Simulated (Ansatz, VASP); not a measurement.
# As in VASP and in Ansatz

```
CELL_PARAMETERS angstrom
1.87975 1.08527 3.48577
-1.87975 1.08527 3.48577
0.00000 -2.17055 3.48577
ATOMIC_POSITIONS crystal
As 0.54254 0.27554 0.58854
As 0.08746 0.82046 0.13346
```

Alike in both runs: task single point; functional PBE; k mesh 6 × 6 × 6; occupations gaussian, width 0.1 eV; no spin polarisation.

```csv
,VASP,Ansatz
version,VASP 6.6.1,Ansatz 0.2.0
potentials or method,"VASP PAW PBE potentials, release 64 (As), cutoff 500 eV","scalar-relativistic, plane waves, PAW"
valence electrons in the cell,10,30
```

Ansatz gave:

- gap on the k mesh at the Fermi level (eV): none
- pressure (GPa): 3.5
- traceless stress, the component that is largest in VASP (GPa): -1.01
- rms of the force components (eV/Å): 0.062

Task: What did VASP give for the same quantities?

Result: gap on the k mesh at the Fermi level (eV): none; pressure (GPa): 3.8; traceless stress, the component that is largest in VASP (GPa): -1.08; rms of the force components (eV/Å): 0.094.

Atom by atom the forces differ by 0.032 eV/Å (rms over components). A gap of «none» marks a metal or a gap that the smearing closes. VASP's potentials hold 10 valence electrons a cell and Ansatz's 30, so a difference there can come from the potentials and not from the codes.
